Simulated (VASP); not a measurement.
# C (Fd-3m) in VASP: single point with PBE+D3(BJ)

Aim: the single point of C with PBE+D3(BJ).

Program: VASP 6.6.1. These are calculated values, not measurements. Logs are shortened: lines on timing, memory, paths and dates and some standing lists are left out, and cuts for length are marked.

**1. The cell of the first run**

It takes space group Fd-3m (No. 227, cubic). Conventional cell: a = 3.557 Å, b = 3.557 Å, c = 3.557 Å, α = 90.00°, β = 90.00°, γ = 90.00°. C (site symmetry -43m) has 4 C at 1.54 Å within 2.1 Å.

**2. Single point, PBE+D3(BJ)**

The input, INCAR:

```
  ALGO = Normal
  EDIFF = 1E-6
  ENCUT = 600
  GGA = PE
  GGA_COMPAT = False
  ISIF = 2
  ISMEAR = 0
  IVDW = 12
  LASPH = True
  LCHARG = True
  LELF = True
  LREAL = False
  LVHAR = True
  LWAVE = False
  NBANDS = 11
  NELM = 120
  PREC = Accurate
  SIGMA = 0.02
```

The input, KPOINTS:

```
k-points
0
Gamma
  12 12 12
```

The input, POSCAR:

```
C
1.0
    0.0000000000      1.7784434374      1.7784434374
    1.7784434374      0.0000000000      1.7784434374
    1.7784434374      1.7784434374      0.0000000000
C
2
Direct
    0.0000000000      0.0000000000      0.0000000000
    0.2500000000      0.2500000000      0.2500000000
```

Potentials or basis: VASP PAW PBE potentials, release 64 (C).

Run with:

```console
cat potpaw_PBE.64/C/POTCAR > POTCAR
mpirun -np 1 vasp_std > vasp.out
```

OUTCAR:

```text
EDIFF = 1E-6
   ENCUT = 600
   GGA = PE
   ISIF = 2
   ISMEAR = 0
   IVDW = 12
   LASPH = True
   LREAL = False
   NELM = 120
   PREC = Accurate
 IVDW          = 12

 ion  position               nearest neighbor table
   1  0.000  0.000  0.000-   2 1.54   2 1.54   2 1.54   2 1.54
   2  0.250  0.250  0.250-   1 1.54   1 1.54   1 1.54   1 1.54

  LATTYP: Found a face centered cubic cell.
 ALAT       =     3.5568868748

  Lattice vectors:

 A1 = (   0.0000000000,   1.7784434374,   1.7784434374)
 A2 = (   1.7784434374,   0.0000000000,   1.7784434374)
 A3 = (   1.7784434374,   1.7784434374,   0.0000000000)

Analysis of symmetry for initial positions (statically):
=====================================================================
 Subroutine PRICEL returns:
 Original cell was already a primitive cell.

 Routine SETGRP: Setting up the symmetry group for a
 face centered cubic supercell.

 Subroutine GETGRP returns: Found 48 space group operations
 (whereof 24 operations were pure point group operations)
 out of a pool of 48 trial point group operations.

The static configuration has the point symmetry T_d .
 The point group associated with its full space group is O_h .

Analysis of symmetry for dynamics (positions and initial velocities):
=====================================================================
 Subroutine PRICEL returns:
 Original cell was already a primitive cell.

 Routine SETGRP: Setting up the symmetry group for a
 face centered cubic supercell.

 Subroutine GETGRP returns: Found 48 space group operations
 (whereof 24 operations were pure point group operations)
 out of a pool of 48 trial point group operations.

The dynamic configuration has the point symmetry T_d .
 The point group associated with its full space group is O_h .

 Subroutine INISYM returns: Found 48 space group operations
 (whereof 24 operations are pure point group operations),
 and found     1 'primitive' translations

----------------------------------------------------------------------------------------

                                     Primitive cell

  volume of cell :      11.2499

  direct lattice vectors                    reciprocal lattice vectors
     0.000000000  1.778443437  1.778443437    -0.281144730  0.281144730  0.281144730
     1.778443437  0.000000000  1.778443437     0.281144730 -0.281144730  0.281144730
     1.778443437  1.778443437  0.000000000     0.281144730  0.281144730 -0.281144730

  length of vectors
     2.515098829  2.515098829  2.515098829     0.486956957  0.486956957  0.486956957

  position of ions in fractional coordinates (direct lattice)
     0.000000000  0.000000000  0.000000000
     0.250000000  0.250000000  0.250000000

  ion indices of the primitive-cell ions
   primitive index   ion index
                 1           1
                 2           2

----------------------------------------------------------------------------------------

 KPOINTS: k-points

Automatic generation of k-mesh.
 Grid dimensions read from file:
 generate k-points for:   12   12   12

 Generating k-lattice:

  Cartesian coordinates                     Fractional coordinates (reciprocal lattice)
    -0.023428727  0.023428727  0.023428727     0.083333333  0.000000000  0.000000000
     0.023428727 -0.023428727  0.023428727     0.000000000  0.083333333  0.000000000
     0.023428727  0.023428727 -0.023428727     0.000000000  0.000000000  0.083333333

  Length of vectors
     0.040579746  0.040579746  0.040579746

  Shift w.r.t. Gamma in fractional coordinates (k-lattice)
     0.000000000  0.000000000  0.000000000

 Subroutine IBZKPT returns following result:
 ===========================================

 Found     72 irreducible k-points:

 Following reciprocal coordinates:
            Coordinates               Weight
  0.000000  0.000000  0.000000      1.000000
  0.083333  0.000000  0.000000      8.000000
  0.166667  0.000000  0.000000      8.000000
  0.250000  0.000000  0.000000      8.000000
  0.333333  0.000000  0.000000      8.000000
  0.416667  0.000000  0.000000      8.000000
[... 16 lines left out ...]
  0.500000  0.166667  0.000000     24.000000
 -0.416667  0.166667  0.000000     24.000000
 [... further k-points ...]
   k-points           NKPTS =     72   k-points in BZ     NKDIM =     72   number of bands    NBANDS=     11
   number of dos      NEDOS =    301   number of ions     NIONS =      2
   total plane-waves  NPLWV =   8000
   dimension x,y,z NGX =    20 NGY =   20 NGZ =   20
   dimension x,y,z NGXF=    40 NGYF=   40 NGZF=   40
   ions per type =               2
   NGX,Y,Z   is equivalent  to a cutoff of  13.22, 13.22, 13.22 a.u.
   NGXF,Y,Z  is equivalent  to a cutoff of  26.44, 26.44, 26.44 a.u.
 SYSTEM =  unknown system
   PREC   = accura    normal or accurate (medium, high low for compatibility)
   ISTART =      0    job   : 0-new  1-cont  2-samecut
   ICHARG =      2    charge: 1-file 2-atom 10-const
   ISPIN  =      1    spin polarized calculation?
   LNONCOLLINEAR =      F non collinear calculations
   LSORBIT =      F    spin-orbit coupling
   LASPH  =      T    aspherical Exc in radial PAW
   ENCUT  =  600.0 eV  44.10 Ry    6.64 a.u.   5.02  5.02  5.02*2*pi/ulx,y,z
   NELM   =    120;   NELMIN=  2; NELMDL= -5     # of ELM steps
   EDIFF  = 0.1E-05   stopping-criterion for ELM
   LREAL  =      F    real-space projection
   EDIFFG = 0.1E-04   stopping-criterion for IOM
   NSW    =      0    number of steps for IOM
   IBRION =     -1    ionic relax: 0-MD 1-quasi-New 2-CG
   NFREE  =      0    steps in history (QN), initial steepest desc. (CG)
   ISIF   =      2    stress and relaxation
   ISYM   =      2    0-nonsym 1-usesym 2-fastsym
   POTIM  = 0.5000    time-step for ionic-motion
   TEBEG  =    0.0;   TEEND  =   0.0 temperature during run
   PSTRESS=    0.0 pullay stress
   NELECT =       8.0000    total number of electrons
   NUPDOWN=      -1.0000    fix difference up-down
   EMIN   =  10.00;   EMAX   =-10.00  energy-range for DOS
   EFERMI =   0.00;   METHOD = LEGACY
   ISMEAR =     0;   SIGMA  =   0.02  broadening in eV -4-tet -1-fermi 0-gaus
   EFERMI_NEDOS =   21; number of points for ismear=-14 and -15
   IALGO  =     38    algorithm
   IMIX   =      4    mixing-type and parameters
     AMIX     =   0.40;   BMIX     =  1.00
     AMIX_MAG =   1.60;   BMIX_MAG =  1.00
  volume/ion in A,a.u.               =       5.62        37.96
  Fermi-wavevector in a.u.,A,eV,Ry     =   1.461240  2.761342 29.051448  2.135221
  Thomas-Fermi vector in A             =   2.577595
   LORBIT       =      0    0 simple, 1 ext, 2 COOP (PROOUT), +10 PAW based schemes
   GGA     = PE    functional components
   LHFCALC =     F    Hartree Fock is set to
   AEXX    =    0.0000 exact exchange contribution
   IVDW    =    12    specifies the selected vdW correction
   LEPSILON=     F    determine dielectric tensor
   LRPA    =     F    only Hartree local field effects (RPA)
 non-spin polarized calculation
 Gauss-broadening in eV      SIGMA  =   0.02
  energy-cutoff  :      600.00
  volume of cell :       11.25
 maximum number of plane-waves:       388
   NGX =  9   NGY =  9   NGZ =  9

 number of electron       7.9999999 magnetization

 Free energy of the ion-electron system (eV)
  ---------------------------------------------------
  ext. energy  EPLUGINS =         0.00000000
  ---------------------------------------------------
  free energy    TOTEN  =       -18.18754211 eV

  energy without entropy =      -18.18754211  energy(sigma->0) =      -18.18754211

 E-fermi :   9.9390     XC(G=0): -13.2924

 val. band max:        9.8489337666   @ k =   0.0000   0.0000   0.0000
 cond. band min:      14.0213177280   @ k =   0.3333   0.3333   0.0000
 fundamental gap:      4.1723839613
 Fermi energy:         9.9389966072

 k-point     1 :       0.0000    0.0000    0.0000
  band No.  band energies     occupation
      1     -11.7394      2.00000
      2       9.8489      2.00000
      3       9.8489      2.00000
      4       9.8489      2.00000
      5      15.4620      0.00000
      6      15.4620      0.00000
      7      15.4620      0.00000
      8      23.3710      0.00000
      9      29.2504      0.00000
     10      36.4764      0.00000
     11      36.4764      0.00000

 k-point     2 :       0.0833    0.0000    0.0000
  band No.  band energies     occupation
      1     -11.5462      2.00000
      2       8.6145      2.00000
      3       9.5233      2.00000
      4       9.5233      2.00000
      5      15.8887      0.00000
      6      15.8887      0.00000
      7      16.1865      0.00000
      8      23.5294      0.00000
      9      29.5713      0.00000
     10      34.3358      0.00000
     11      34.3358      0.00000

 k-point     3 :       0.1667    0.0000    0.0000
  band No.  band energies     occupation
      1     -10.9683      2.00000
      2       6.0695      2.00000
      3       8.8170      2.00000
      4       8.8170      2.00000
      5      16.8150      0.00000
      6      16.8150      0.00000
      7      17.2966      0.00000
      8      23.9843      0.00000
      9      30.2415      0.00000
     10      32.7303      0.00000
     11      32.7303      0.00000
[... 267 lines left out ...]
 k-point    23 :       0.5000    0.1667    0.0000
  band No.  band energies     occupation
      1      -5.9469      2.00000
      2      -2.2389      2.00000
      3       4.8307      2.00000
      4       5.8509      2.00000
      5      16.9796      0.00000
      6      20.6268      0.00000
      7      21.1837      0.00000
      8      24.2174      0.00000
      9      30.0872      0.00000
     10      33.8179      0.00000
     11      36.5550      0.00000

 k-point    24 :      -0.4167    0.1667    0.0000
  band No.  band energies     occupation
      1      -5.5106      2.00000
      2      -2.7619      2.00000
      3       4.3401      2.00000
      4       6.2325      2.00000
      5      17.4206      0.00000
      6      20.1325      0.00000
      7      21.1611      0.00000
      8      25.3871      0.00000
      9      29.3887      0.00000
     10      34.1278      0.00000
     11      34.5720      0.00000

 [... further k-points ...]

------------------------ aborting loop because EDIFF is reached ----------------------------------------

 Edisp (eV)   -0.38578

 E8    (eV) :    -0.1111

  FORCE on cell =-STRESS in cart. coord.  units (eV):
  Direction    XX          YY          ZZ          XY          YZ          ZX
  --------------------------------------------------------------------------------------
  -------------------------------------------------------------------------------------
  Total       0.00186     0.00186     0.00186    -0.00000     0.00000     0.00000
  in kB       0.26433     0.26433     0.26433    -0.00000     0.00000     0.00000
  external pressure =        0.26 kB  Pullay stress =        0.00 kB

 VOLUME and BASIS-vectors are now :
 -----------------------------------------------------------------------------
  energy-cutoff  :      600.00
  volume of cell :       11.25
      direct lattice vectors                 reciprocal lattice vectors
     0.000000000  1.778443437  1.778443437    -0.281144730  0.281144730  0.281144730
     1.778443437  0.000000000  1.778443437     0.281144730 -0.281144730  0.281144730
     1.778443437  1.778443437  0.000000000     0.281144730  0.281144730 -0.281144730

 POSITION                                       TOTAL-FORCE (eV/Angst)
 -----------------------------------------------------------------------------------
      0.00000      0.00000      0.00000        -0.000000     -0.000000     -0.000000
      0.88922      0.88922      0.88922         0.000000      0.000000      0.000000
 -----------------------------------------------------------------------------------
    total drift:                                0.000000      0.000000      0.000000

  FREE ENERGIE OF THE ION-ELECTRON SYSTEM (eV)
  ---------------------------------------------------
  free  energy   TOTEN  =       -18.5733193969 eV

  energy  without entropy=      -18.5733193969  energy(sigma->0) =      -18.57331940
```

Run time: 7.8 s. Hardware: 1 thread of Intel Xeon 6975P-C, shared host; peak memory 0.13 GiB.

Results:

```
Free energy                : -18.5733 eV
Pressure                   : 0.0 GPa
Band gap on the k mesh     : 4.17 eV, indirect (least direct gap 5.61 eV)
Dispersion energy per atom : -0.193 eV
```

A k mesh can miss the band edges.
